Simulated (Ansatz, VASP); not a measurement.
**Rh in VASP and in Ansatz**

```xyz
4
Lattice="2.3651 0.0000 0.0000 -1.1825 2.3856 0.0000 0.0000 0.0000 9.3022" Properties=species:S:1:pos:R:3 pbc="T T T"
Rh    0.0000    0.0000    0.0000
Rh    0.0000    1.5904    2.3255
Rh    0.0000    0.0000    4.6511
Rh    1.1825    0.7952    6.9766
```

Change from the starting cell: strain +e along x and -e along y -0.0733, strain +e along z and -e/2 along x and y +0.0733.

Alike in both runs: task single point; functional LDA; k mesh 18 × 18 × 6; occupations gaussian, width 0.15 eV; no spin polarisation.

|  | VASP | Ansatz |
| --- | --- | --- |
| version | VASP 6.6.1 | Ansatz 0.2.0 |
| potentials or method | VASP PAW LDA potentials, release 64 (Rh_pv), cutoff 520 eV | scalar-relativistic, plane waves, PAW |
| valence electrons in the cell | 60 | 68 |

```tsv
	VASP	Ansatz	Ansatz less VASP
gap on the k mesh at the Fermi level (eV)	none	none	-
pressure (GPa)	17.0	16.0	-1.00
traceless stress, the component that is largest in VASP (GPa)	57.36	57.01	-0.352
rms of the force components (eV/Å)	0.094	0.091	-0.0024
```

Ansatz warns that its potentials were made for another functional, while VASP's fit it. LDA's correlation is that of Perdew and Zunger in VASP and of Perdew and Wang (1992) in Ansatz. Atom by atom the forces differ by 0.002 eV/Å (rms over components). A gap of «none» marks a metal or a gap that the smearing closes. VASP's potentials hold 60 valence electrons a cell and Ansatz's 68, so a difference there can come from the potentials and not from the codes.
